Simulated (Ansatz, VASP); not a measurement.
GaN: VASP beside Ansatz

```xyz
4
Lattice="3.1890 0.0000 0.0000 -1.5945 2.7618 0.0000 0.0000 0.0000 5.1850" Properties=species:S:1:pos:R:3 pbc="T T T"
Ga    0.0000    1.8412    0.0000
Ga    1.5945    0.9206    2.5925
N     0.0000    1.8412    2.5925
N     1.5945    0.9206    5.1850
```

Alike in both runs: task relaxation of cell and atoms; functional r2SCAN; k mesh 9 × 9 × 4; occupations gaussian, width 0.1 eV; no spin polarisation.

|  | VASP | Ansatz |
| --- | --- | --- |
| version | VASP 6.6.1 | Ansatz 0.2.0 |
| potentials or method | VASP PAW PBE potentials, release 64 (Ga_d, N), cutoff 600 eV | scalar-relativistic, plane waves, PAW |
| valence electrons in the cell | 36 | 36 |

VASP gave:

* gap on the k mesh at the Fermi level, each at its own relaxed structure (eV): 1.85
* relaxed volume (Å³/atom): 11.23
* relaxed cell length with the largest relative difference (Å): 3.311

Problem. What did Ansatz give for the same quantities?

Solution. gap on the k mesh at the Fermi level, each at its own relaxed structure (eV): 1.88; relaxed volume (Å³/atom): 11.18; relaxed cell length with the largest relative difference (Å): 3.304.

VASP's potentials were made for PBE, not for r2SCAN.
